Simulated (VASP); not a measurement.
Write the native input for VASP 6.6.1 that does the following.

| Property | Result |
| --- | --- |
| Task | single point |
| Functional | PBE |
| Dispersion | D3(BJ) |
| Potentials or basis | VASP PAW PBE potentials, release 64 (Ni) |
| Cutoff | 520 eV |
| k mesh | 20 × 20 × 20 |
| Occupations | gaussian, width 0.1 eV |
| Spin | collinear spin, ferromagnetic start |
| Starting moments | [0.81] μB |
| Dipole correction | no |
| Further INCAR settings | ALGO = Fast; EDIFF = 1e-07; NBANDS = 15 |

The structure of Ni lies in POSCAR:

```
Ni
1.0
    0.0000000000      1.7390930538      1.7390930538
    1.7390930538      0.0000000000      1.7390930538
    1.7390930538      1.7390930538      0.0000000000
Ni
1
Direct
    0.0000000000      0.0000000000      0.0000000000
```

The input as run:

INCAR

```
  ALGO = Fast
  EDIFF = 1E-7
  ENCUT = 520
  GGA = PE
  ISIF = 2
  ISMEAR = 0
  ISPIN = 2
  IVDW = 12
  LASPH = True
  LCHARG = False
  LMAXMIX = 4
  LORBIT = 11
  LREAL = False
  LWAVE = False
  MAGMOM = 0.81
  NBANDS = 15
  NELM = 150
  PREC = Accurate
  SIGMA = 0.1
```

KPOINTS

```
k-points
0
Gamma
  20 20 20
```

Potentials or basis: VASP PAW PBE potentials, release 64 (Ni).

Launch:

```sh
$ cat potpaw_PBE.64/Ni/POTCAR > POTCAR
$ mpirun -np 1 vasp_std > vasp.out
```

Results of the run:

| Item | Value |
| --- | --- |
| Pressure | -0.2 GPa |
| Net moment | 0.62 μB per cell |
| Site moments | Ni +0.63 μB |
| Valence electrons inside the program's atomic spheres | Ni 9.37 |
| Dispersion energy per atom | -0.479 eV |

Caveat: pairwise dispersion overbinds metals, which lowers pressure and volume.

It took 34 s on 1 thread of Intel(R) Xeon(R) 6975P-C (Granite Rapids), on a shared host, peak memory 0.18 GiB.
